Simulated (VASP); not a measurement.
Wanted: the native input for a VASP 6.6.1 run.

```yaml
Task: single point
Functional: PBEsol
Potentials_or_basis: VASP PAW PBE potentials, release 64 (Au)
Cutoff: 500 eV
k_mesh: 12 × 12 × 8
Occupations: gaussian, width 0.1 eV
Spin: no spin polarisation
Dipole_correction: no
Further_INCAR_settings: ALGO = Normal; EDIFF = 1e-06; NBANDS = 18
```

The structure of Au lies in POSCAR:

```
Au
1.0
    2.9239890447      0.0000000000      0.0000000000
   -1.4619945224      2.5322487931      0.0000000000
    0.0000000000      0.0000000000      4.6752104080
Au
2
Direct
    0.3333333333      0.6666666667      0.7500000000
    0.6666666667      0.3333333333      0.2500000000
```

The input as run:

INCAR

```
  ALGO = Normal
  EDIFF = 1E-6
  ENCUT = 500
  GGA = PS
  GGA_COMPAT = F
  ISIF = 2
  ISMEAR = 0
  LASPH = T
  LCHARG = F
  LREAL = F
  LWAVE = F
  NBANDS = 18
  NELM = 120
  PREC = Accurate
  SIGMA = 0.1
```

KPOINTS

```
k-points
0
Gamma
  12 12 8
```

Potentials or basis: VASP PAW PBE potentials, release 64 (Au).

Run with:

```sh
$ cat potpaw_PBE.64/Au/POTCAR > POTCAR
$ mpirun -np 1 vasp_std > vasp.out
```

It gave:

The pressure is -2.5 GPa and the band gap on the k mesh is zero (band 11 reaches 13.14 eV, above the bottom of band 12 at 6.41 eV).

Caveat: the PAW data sets were made with another functional, which shifts forces and pressure a little; spin-orbit coupling is left out, which moves the levels of the heavy elements.

Run time: 34 s on 1 thread of Intel(R) Xeon(R) Platinum 8488C (Sapphire Rapids), on a shared host, peak memory 0.18 GiB.
